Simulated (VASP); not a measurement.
# CdAgC4N4 (P-43m) in VASP: notebook, part 2 of 2

VASP 6.6.1. The steps go on from the part before.

## (3) Single point, PBE, collinear spin

This run uses another cell than the first one, of 26.25 Å³/atom.

INCAR reads:

```
SYSTEM = CdAgC4N4
ALGO = Normal
EDIFF = 1E-6
ENCUT = 520
GGA = PE
ISIF = 2
ISMEAR = 0
ISPIN = 2
LASPH = .TRUE.
LCHARG = .FALSE.
LMAXMIX = 4
LORBIT = 11
LREAL = .FALSE.
LWAVE = .FALSE.
MAGMOM = 0 1 0 0 0 0 0 0 0 0
NBANDS = 44
NELM = 150
PREC = Accurate
SIGMA = 0.1
```

KPOINTS reads:

```
k-points
0
G
  4 4 4
  0 0 0
```

POSCAR reads:

```
CdAgC4N4
1.0
    6.4030880624      0.0000000000      0.0000000000
    0.0000000000      6.4030880624      0.0000000000
    0.0000000000      0.0000000000      6.4030880624
Cd Ag C N
1 1 4 4
Direct
    0.0000000000      0.0000000000      0.0000000000
    0.5000000000      0.5000000000      0.5000000000
    0.1999210362      0.1999210362      0.1999210362
    0.1999210362      0.8000789638      0.8000789638
    0.8000789638      0.1999210362      0.8000789638
    0.8000789638      0.8000789638      0.1999210362
    0.3050806628      0.3050806628      0.3050806628
    0.3050806628      0.6949193372      0.6949193372
    0.6949193372      0.3050806628      0.6949193372
    0.6949193372      0.6949193372      0.3050806628
```

Potentials or basis: VASP PAW PBE potentials, release 64 (Cd, Ag, C, N).

On the command line:

```sh
cat potpaw_PBE.64/Cd/POTCAR potpaw_PBE.64/Ag/POTCAR potpaw_PBE.64/C/POTCAR potpaw_PBE.64/N/POTCAR > POTCAR
mpirun -np 1 vasp_std > vasp.out
```

OUTCAR:

```text
SYSTEM = CdAgC4N4
   EDIFF = 1E-6
   ENCUT = 520
   GGA = PE
   ISIF = 2
   ISMEAR = 0
   ISPIN = 2
   LASPH = .TRUE.
   LORBIT = 11
   LREAL = .FALSE.
   NELM = 150
   PREC = Accurate

 ion  position               nearest neighbor table
   1  0.000  0.000  0.000-   3 2.22   4 2.22   5 2.22   6 2.22
   2  0.500  0.500  0.500-   7 2.16   8 2.16   9 2.16  10 2.16
   3  0.200  0.200  0.200-   7 1.17   1 2.22
   4  0.200  0.800  0.800-   8 1.17   1 2.22
   5  0.800  0.200  0.800-   9 1.17   1 2.22
   6  0.800  0.800  0.200-  10 1.17   1 2.22
   7  0.305  0.305  0.305-   3 1.17   2 2.16
   8  0.305  0.695  0.695-   4 1.17   2 2.16
   9  0.695  0.305  0.695-   5 1.17   2 2.16
  10  0.695  0.695  0.305-   6 1.17   2 2.16

  LATTYP: Found a simple cubic cell.
 ALAT       =     6.4030880624

  Lattice vectors:

 A1 = (   6.4030880624,   0.0000000000,   0.0000000000)
 A2 = (   0.0000000000,   6.4030880624,   0.0000000000)
 A3 = (   0.0000000000,   0.0000000000,   6.4030880624)

Analysis of symmetry for initial positions (statically):
=====================================================================
 Subroutine PRICEL returns:
 Original cell was already a primitive cell.

 Routine SETGRP: Setting up the symmetry group for a
 simple cubic supercell.

 Subroutine GETGRP returns: Found 24 space group operations
 (whereof 24 operations were pure point group operations)
 out of a pool of 48 trial point group operations.

The static configuration has the point symmetry T_d .

Analysis of symmetry for dynamics (positions and initial velocities):
=====================================================================
 Subroutine PRICEL returns:
 Original cell was already a primitive cell.

 Routine SETGRP: Setting up the symmetry group for a
[... 623 lines left out ...]
  band No.  band energies     occupation
      1     -19.3654      1.00000
      2     -19.3140      1.00000
      3     -19.3140      1.00000
      4     -19.3140      1.00000
      5     -10.2156      1.00000
      6     -10.2156      1.00000
[... 429 lines left out ...]
     40       4.8027      0.00000
     41       4.8027      0.00000
 [bands above 41 left out]

------------------------ aborting loop because EDIFF is reached ----------------------------------------

  FORCE on cell =-STRESS in cart. coord.  units (eV):
  Direction    XX          YY          ZZ          XY          YZ          ZX
  --------------------------------------------------------------------------------------
  -------------------------------------------------------------------------------------
  Total        0.7663723      0.7663723      0.7663723      0.0000000      0.0000000     -0.0000000
  in kB        4.6771573      4.6771573      4.6771573      0.0000000      0.0000000     -0.0000000
  external PRESSURE =       4.6771573 kB  Pullay stress =       0.0000000 kB

 VOLUME and BASIS-vectors are now :
 -----------------------------------------------------------------------------
  energy-cutoff  :      520.00
  volume of cell :      262.52
      direct lattice vectors                 reciprocal lattice vectors
     6.403088062  0.000000000  0.000000000     0.156174644  0.000000000  0.000000000
     0.000000000  6.403088062  0.000000000     0.000000000  0.156174644  0.000000000
     0.000000000  0.000000000  6.403088062     0.000000000  0.000000000  0.156174644

 POSITION                                       TOTAL-FORCE (eV/Angst)
 -----------------------------------------------------------------------------------
      0.00000      0.00000      0.00000        -0.000000     -0.000000     -0.000000
      3.20154      3.20154      3.20154        -0.000000     -0.000000     -0.000000
      1.28011      1.28011      1.28011        -0.204235     -0.204235     -0.204235
      1.28011      5.12298      5.12298        -0.204235      0.204235      0.204235
      5.12298      1.28011      5.12298         0.204235     -0.204235      0.204235
      5.12298      5.12298      1.28011         0.204235      0.204235     -0.204235
      1.95346      1.95346      1.95346         0.236129      0.236129      0.236129
      1.95346      4.44963      4.44963         0.236129     -0.236129     -0.236129
      4.44963      1.95346      4.44963        -0.236129      0.236129     -0.236129
      4.44963      4.44963      1.95346        -0.236129     -0.236129      0.236129
 -----------------------------------------------------------------------------------
    total drift:                                0.000000      0.000000     -0.000000

  FREE ENERGIE OF THE ION-ELECTRON SYSTEM (eV)
  ---------------------------------------------------
  free  energy   TOTEN  =       -66.8027973653 eV

  energy  without entropy=      -66.7568017881  energy(sigma->0) =      -66.77979958

 total charge

# of ion       s       p       d       tot
------------------------------------------
    1        0.408   0.413   9.526  10.347
    2        0.303   0.347   9.035   9.685
    3        0.964   1.605   0.000   2.569
    4        0.964   1.605   0.000   2.569
    5        0.964   1.605   0.000   2.569
    6        0.964   1.605   0.000   2.569
    7        1.308   2.554   0.000   3.862
    8        1.308   2.554   0.000   3.862
    9        1.308   2.554   0.000   3.862
   10        1.308   2.554   0.000   3.862
--------------------------------------------------
tot          9.797  17.397  18.561  45.756

 magnetization (x)

# of ion       s       p       d       tot
------------------------------------------
    1       -0.002   0.013   0.019   0.030
    2       -0.002   0.021   0.414   0.434
    3        0.001   0.035   0.000   0.036
    4        0.001   0.035   0.000   0.036
    5        0.001   0.035   0.000   0.036
    6        0.001   0.035   0.000   0.036
    7        0.007   0.057   0.000   0.064
    8        0.007   0.057   0.000   0.064
    9        0.007   0.057   0.000   0.064
   10        0.007   0.057   0.000   0.064
--------------------------------------------------
tot          0.028   0.401   0.433   0.862
```

OSZICAR:

```text
N       E                     dE             d eps       ncg     rms          rms(c)
DAV:   1     0.376825858295E+03    0.37683E+03   -0.26715E+04  1768   0.114E+03
DAV:   2    -0.374170792023E+02   -0.41424E+03   -0.40067E+03  2208   0.278E+02
DAV:   3    -0.769788123263E+02   -0.39562E+02   -0.39043E+02  2188   0.858E+01
DAV:   4    -0.777334588533E+02   -0.75465E+00   -0.75269E+00  2100   0.138E+01
DAV:   5    -0.777428473496E+02   -0.93885E-02   -0.93876E-02  2140   0.143E+00    0.221E+01
DAV:   6    -0.674333939368E+02    0.10309E+02   -0.27057E+01  2156   0.410E+01    0.187E+01
DAV:   7    -0.668792373208E+02    0.55416E+00   -0.85630E+00  1836   0.209E+01    0.959E+00
DAV:   8    -0.668054461381E+02    0.73791E-01   -0.96301E-01  2220   0.594E+00    0.438E+00
DAV:   9    -0.667994171913E+02    0.60289E-02   -0.99198E-02  1880   0.206E+00    0.168E+00
DAV:  10    -0.668025742487E+02   -0.31571E-02   -0.14851E-02  1844   0.669E-01    0.656E-01
DAV:  11    -0.668024197279E+02    0.15452E-03   -0.40608E-03  2156   0.380E-01    0.300E-01
DAV:  12    -0.668026983510E+02   -0.27862E-03   -0.72411E-04  1840   0.203E-01    0.125E-01
DAV:  13    -0.668027623188E+02   -0.63968E-04   -0.15082E-04  1888   0.765E-02    0.598E-02
DAV:  14    -0.668027937797E+02   -0.31461E-04   -0.43289E-05  1832   0.354E-02    0.221E-02
DAV:  15    -0.668027962762E+02   -0.24965E-05   -0.40017E-06  1900   0.191E-02    0.618E-03
DAV:  16    -0.668027973128E+02   -0.10366E-05   -0.18679E-06  1528   0.960E-03    0.300E-03
DAV:  17    -0.668027973653E+02   -0.52472E-07   -0.27596E-07  1292   0.373E-03
   1 F= -.66802797E+02 E0= -.66779800E+02  d E =-.459956E-01  mag=     0.9975
```

Run time: 2.9 min. Hardware: 1 thread of Intel Xeon 6975P-C (Granite Rapids), shared host; peak memory 0.5 GiB.

What came out:

| Property | Result |
| --- | --- |
| Free energy | -66.8028 eV |
| Pressure | 0.5 GPa |
| Largest force | 0.409 eV/Å |
| Band gap on the k mesh | zero (filled and empty bands overlap) |
| Net moment | 1.00 μB per cell |
| Site moments | Cd +0.03; Ag +0.43; C +0.04; N +0.06 μB |
| Valence electrons inside the program's atomic spheres | Cd 10.35; Ag 9.69; C 2.57; N 3.86 |

Forces in eV/Å, atoms in the order of the input:
```
Cd   0.000  0.000  0.000
Ag   0.000  0.000  0.000
C   -0.204 -0.204 -0.204
C   -0.204  0.204  0.204
C    0.204 -0.204  0.204
C    0.204  0.204 -0.204
N    0.236  0.236  0.236
N    0.236 -0.236 -0.236
N   -0.236  0.236 -0.236
N   -0.236 -0.236  0.236
```
